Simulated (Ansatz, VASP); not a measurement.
**Ge: VASP beside Ansatz**

```
CELL_PARAMETERS angstrom
4.97770 2.87388 1.93606
-4.97770 2.87388 1.93606
0.00000 -5.74775 1.93606
ATOMIC_POSITIONS crystal
Ge 0.71604 0.71604 0.71604
Ge 0.28396 0.28396 0.28396
Ge 0.02894 0.72536 0.53229
Ge 0.53229 0.02894 0.72536
Ge 0.72536 0.53229 0.02894
Ge 0.97106 0.27464 0.46771
Ge 0.46771 0.97106 0.27464
Ge 0.27464 0.46771 0.97106
```

Alike in both runs: task single point; functional LDA; k mesh 9 × 9 × 9; occupations gaussian, width 0.15 eV; no spin polarisation.

|  | VASP | Ansatz |
| --- | --- | --- |
| version | VASP 6.6.1 | Ansatz 0.2.0 |
| potentials or method | VASP PAW LDA potentials, release 64 (Ge_d), cutoff 520 eV | scalar-relativistic, plane waves, PAW |
| valence electrons in the cell | 112 | 112 |

Ansatz gave:

```
gap on the k mesh at the Fermi level (eV)                     : none
pressure (GPa)                                                : -2.7
traceless stress, the component that is largest in VASP (GPa) : 1.71
rms of the force components (eV/Å)                            : 0.093
```

Task: Which values does VASP return?

Result: gap on the k mesh at the Fermi level (eV): none; pressure (GPa): -2.7; traceless stress, the component that is largest in VASP (GPa): 1.71; rms of the force components (eV/Å): 0.092.

Ansatz warns that its potentials were made for another functional, while VASP's fit it. LDA's correlation is that of Perdew and Zunger in VASP and of Perdew and Wang (1992) in Ansatz. Atom by atom the forces differ by 0.003 eV/Å (rms over components). A gap of «none» marks a metal or a gap that the smearing closes.
